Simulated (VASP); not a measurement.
# TiC (Fm-3m) in VASP: a series of runs, part 2 of 2

VASP 6.6.1.

## (3) Single point, PBEsol

This run uses another cell than the first one, of 9.26 Å³/atom, 1.045 times its volume.

Contents of INCAR:

```
PREC = Accurate ; ENCUT = 600
EDIFF = 1E-6 ; ISMEAR = -1
SIGMA = 0.15 ; LREAL = False
LASPH = True ; NELM = 120
ALGO = Normal ; ISIF = 2
LWAVE = False ; LCHARG = False
GGA = PS ; NBANDS = 15
GGA_COMPAT = False
```

Contents of KPOINTS:

```
regular mesh
0
Gamma
  11 11 11
```

Contents of POSCAR:

```
TiC
1.0
    0.0000000000      2.1001110525      2.1001110525
    2.1001110525      0.0000000000      2.1001110525
    2.1001110525      2.1001110525      0.0000000000
Ti C
1 1
Direct
    0.0000000000      0.0000000000      0.0000000000
    0.5000000000      0.5000000000      0.5000000000
```

Potentials or basis: VASP PAW PBE potentials, release 64 (Ti_sv, C).

Started as:

```
$ cat potpaw_PBE.64/Ti_sv/POTCAR potpaw_PBE.64/C/POTCAR > POTCAR
$ mpirun -np 1 vasp_std > vasp.out
```

OUTCAR:

```text
PREC = Accurate
   ENCUT = 600
   EDIFF = 1E-6
   ISMEAR = -1
   LREAL = False
   LASPH = True
   NELM = 120
   ISIF = 2
   GGA = PS

 ion  position               nearest neighbor table
   1  0.000  0.000  0.000-   2 2.10   2 2.10   2 2.10   2 2.10   2 2.10   2 2.10
   2  0.500  0.500  0.500-   1 2.10   1 2.10   1 2.10   1 2.10   1 2.10   1 2.10

  LATTYP: Found a face centered cubic cell.
 ALAT       =     4.2002221050

  Lattice vectors:

 A1 = (   0.0000000000,   2.1001110525,   2.1001110525)
 A2 = (   2.1001110525,   0.0000000000,   2.1001110525)
[... 608 lines left out ...]
     11      14.3702      0.00000
     12      15.4015      0.00000
     13      18.5249      0.00000
     14      23.2159      0.00000
     15      24.6896      0.00000

 [... further k-points ...]
[... 5 lines left out ...]
  --------------------------------------------------------------------------------------
  -------------------------------------------------------------------------------------
  Total        2.3364008      2.3364008      2.3364008      0.0000000      0.0000000      0.0000000
  in kB      202.0696766    202.0696766    202.0696766      0.0000000      0.0000000      0.0000000
  external PRESSURE =     202.0696766 kB  Pullay stress =       0.0000000 kB

 VOLUME and BASIS-vectors are now :
 -----------------------------------------------------------------------------
  energy-cutoff  :      600.00
  volume of cell :       18.52
      direct lattice vectors                 reciprocal lattice vectors
     0.000000000  2.100111052  2.100111052    -0.238082648  0.238082648  0.238082648
     2.100111052  0.000000000  2.100111052     0.238082648 -0.238082648  0.238082648
     2.100111052  2.100111052  0.000000000     0.238082648  0.238082648 -0.238082648

 POSITION                                       TOTAL-FORCE (eV/Angst)
 -----------------------------------------------------------------------------------
      0.00000      0.00000      0.00000         0.000000      0.000000      0.000000
      2.10011      2.10011      2.10011         0.000000      0.000000      0.000000
 -----------------------------------------------------------------------------------
    total drift:                                0.000000     -0.000000     -0.000000

  FREE ENERGIE OF THE ION-ELECTRON SYSTEM (eV)
  ---------------------------------------------------
  free  energy   TOTEN  =       -19.7361249131 eV

  energy  without entropy=      -19.7129043777  energy(sigma->0) =      -19.72451465
```

OSZICAR:

```text
N       E                     dE             d eps       ncg     rms          rms(c)
DAV:   1     0.124649769929E+03    0.12465E+03   -0.87504E+03  1680   0.144E+03
DAV:   2    -0.170206532191E+02   -0.14167E+03   -0.13220E+03  1813   0.360E+02
DAV:   3    -0.246840038452E+02   -0.76634E+01   -0.75331E+01  2180   0.802E+01
DAV:   4    -0.248992779640E+02   -0.21527E+00   -0.21508E+00  2106   0.124E+01
DAV:   5    -0.249047689020E+02   -0.54909E-02   -0.54874E-02  2139   0.169E+00    0.206E+01
DAV:   6    -0.201301219899E+02    0.47746E+01   -0.10380E+01  2364   0.565E+01    0.643E+00
DAV:   7    -0.197526928522E+02    0.37743E+00   -0.15191E+00  1987   0.178E+01    0.577E+00
DAV:   8    -0.197342079289E+02    0.18485E-01   -0.15589E-01  2050   0.564E+00    0.128E+00
DAV:   9    -0.197400295391E+02   -0.58216E-02   -0.34191E-02  2171   0.157E+00    0.103E+00
DAV:  10    -0.197368535232E+02    0.31760E-02   -0.59147E-03  2060   0.114E+00    0.513E-01
DAV:  11    -0.197361597962E+02    0.69373E-03   -0.17190E-03  1966   0.654E-01    0.582E-02
DAV:  12    -0.197361230171E+02    0.36779E-04   -0.16465E-04  1883   0.210E-01    0.116E-02
DAV:  13    -0.197361260798E+02   -0.30627E-05   -0.75019E-06  1946   0.304E-02    0.143E-02
DAV:  14    -0.197361249275E+02    0.11523E-05   -0.38053E-06  1876   0.284E-02    0.489E-03
DAV:  15    -0.197361249131E+02    0.14337E-07   -0.10991E-07   931   0.441E-03
   1 F= -.19736125E+02 E0= -.19724515E+02  d E =-.232205E-01
```

stdout:

```text
POSCAR found type information on POSCAR TiC
 POSCAR found :  2 types and       2 ions
 scaLAPACK will be used
 -----------------------------------------------------------------------------
|                                                                             |
|                                                                             |
|     You enforced a specific xc type in the INCAR file but a different       |
|     I HOPE YOU KNOW WHAT YOU ARE DOING!                                     |
|                                                                             |
 -----------------------------------------------------------------------------

 LDA part: xc-table for (Slater+PW92), standard interpolation
 POSCAR, INCAR and KPOINTS ok, starting setup
 FFT: planning ... GRIDC
 FFT: planning ... GRID_SOFT
 FFT: planning ... GRID
 WAVECAR not read
 entering main loop
```

Wall time 16 s (1 thread of Intel Xeon Platinum 8488C (Sapphire Rapids), shared host); peak memory 0.14 GiB.

Results:

| Item | Value |
| --- | --- |
| Free energy | -19.7361 eV |
| Pressure | 20.2 GPa |
| Band gap on the k mesh | zero (band 8 reaches 11.11 eV, above the bottom of band 9 at 10.00 eV) |

Levels at points of the mesh, in eV from the Fermi level:
```csv
k point,band 4,band 5,band 6,band 7,band 8,band 9,band 10,band 11,band 12,band 13
"(0.00, 0.00, 0.00)",-32.13,-12.79,0.69,0.69,0.69,1.82,1.82,1.82,1.93,1.93
```

Caveat: the PAW data sets were made with another functional, which shifts forces and pressure a little.

## (4) Single point, PBEsol

This run uses another cell than the first one, of 9.67 Å³/atom, 1.091 times its volume.

Contents of INCAR:

```
SYSTEM = TiC
ALGO = Normal ; EDIFF = 1E-6
ENCUT = 600 ; GGA = PS
GGA_COMPAT = .False. ; ISIF = 2
ISMEAR = -1 ; LASPH = .True.
LCHARG = .False. ; LREAL = .False.
LWAVE = .False. ; NBANDS = 15
NELM = 120 ; PREC = Accurate
SIGMA = 0.15
```

Contents of KPOINTS:

```
k-points
0
Gamma
  11 11 11
  0 0 0
```

Contents of POSCAR:

```
TiC
1.0
    0.0000000000      2.1301166928      2.1301166928
    2.1301166928      0.0000000000      2.1301166928
    2.1301166928      2.1301166928      0.0000000000
Ti C
1 1
Direct
    0.0000000000      0.0000000000      0.0000000000
    0.5000000000      0.5000000000      0.5000000000
```

Started as:

```
$ cat potpaw_PBE.64/Ti_sv/POTCAR potpaw_PBE.64/C/POTCAR > POTCAR
$ mpirun -np 1 vasp_std > vasp.out
```

It took 17 s on 1 thread of Intel Xeon Platinum 8488C (Sapphire Rapids), shared host; peak memory 0.14 GiB.

Results (log left out):

- Free energy: -19.8036 eV
- Pressure: 6.7 GPa
- Band gap on the k mesh: zero (band 8 reaches 10.58 eV, above the bottom of band 9 at 9.48 eV)

Levels at points of the mesh, in eV from the Fermi level:
```
           k point  band 6  band 7  band 8  band 9  band 10  band 11
(0.00, 0.00, 0.00)    0.68    0.68    0.68    1.77     1.77     1.77
```

Caveat: the PAW data sets were made with another functional, which shifts forces and pressure a little.

## (5) The runs side by side

| cell | gap on the mesh (eV) | pressure (GPa) |
| --- | --- | --- |
| a = 2.926 Å, angles 60.0°, 2 atoms | none | 36.7 |
| a = 2.970 Å, angles 60.0°, 2 atoms | none | 20.2 |
| a = 3.012 Å, angles 60.0°, 2 atoms | none | 6.7 |

Alike in all rows: task single point; level PBEsol; potentials or basis VASP PAW PBE potentials, release 64 (Ti_sv, C); no spin polarisation; k mesh 11 × 11 × 11; cutoff (eV) 600; smearing fermi-dirac 0.15 eV.

Caveats: the PAW data sets were made with another functional, which shifts forces and pressure a little.

Total energies depend on the potentials used, so only differences within one code and one set of settings carry meaning.
